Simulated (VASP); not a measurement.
Write the native input for VASP 6.6.1 that does the following.

| Quantity | Value |
| --- | --- |
| Task | single point |
| Functional | PBEsol |
| Dispersion | D3(BJ) |
| Potentials or basis | VASP PAW PBE potentials, release 64 (Pt, Se) |
| Cutoff | 520 eV |
| k mesh | 12 × 12 × 8 |
| Occupations | gaussian, width 0.15 eV |
| Spin | no spin polarisation |
| Dipole correction | no |
| Further INCAR settings | ALGO = Normal; EDIFF = 1e-06; NBANDS = 18 |

The structure of PtSe2 lies in POSCAR:

```
PtSe2
1.0
    3.1780349139      0.0000000000      0.0000000000
   -1.5890174570      2.7522589696      0.0000000000
    0.0000000000      0.0000000000      4.6296715343
Pt Se
1 2
Direct
    0.0000000000      0.0000000000      0.0000000000
    0.3333333333      0.6666666667      0.2721511594
    0.6666666667      0.3333333333      0.7278488406
```

This cell differs from its parent crystal: normal strain along x -0.1500, normal strain along y -0.1500.

These files were run (other wordings do the same):

INCAR

```
PREC = Accurate ; ENCUT = 520
EDIFF = 1E-6 ; ISMEAR = 0
SIGMA = 0.15 ; LREAL = False
LASPH = True ; NELM = 60
ALGO = Normal ; ISIF = 2
LWAVE = False ; LCHARG = False
GGA = PS ; IVDW = 12
NBANDS = 18
```

KPOINTS

```
regular mesh
0
Gamma
  12 12 8
```

Potentials or basis: VASP PAW PBE potentials, release 64 (Pt, Se).

Launch:

```sh
$ cat potpaw_PBE.64/Pt/POTCAR potpaw_PBE.64/Se/POTCAR > POTCAR
$ mpirun -np 1 vasp_std > vasp.out
```

It gave:

```yaml
Pressure: 119.9 GPa
Largest_force: 7.254 eV/Å
Band_gap_on_the_k_mesh: zero (band 11 reaches 13.84 eV, above the bottom of band 12 at 13.09 eV)
Dispersion_energy_per_atom: -0.649 eV
```

Caveat: the cell differs from its parent crystal (normal strain along x -0.1500, normal strain along y -0.1500); the PAW data sets were made with another functional, which shifts forces and pressure a little; spin-orbit coupling is left out, which moves the levels of the heavy elements; pairwise dispersion overbinds metals, which lowers pressure and volume.

Wall time 70 s on 1 thread of AMD EPYC 9R45 (Zen 5) (shared host), peak memory 0.21 GiB.
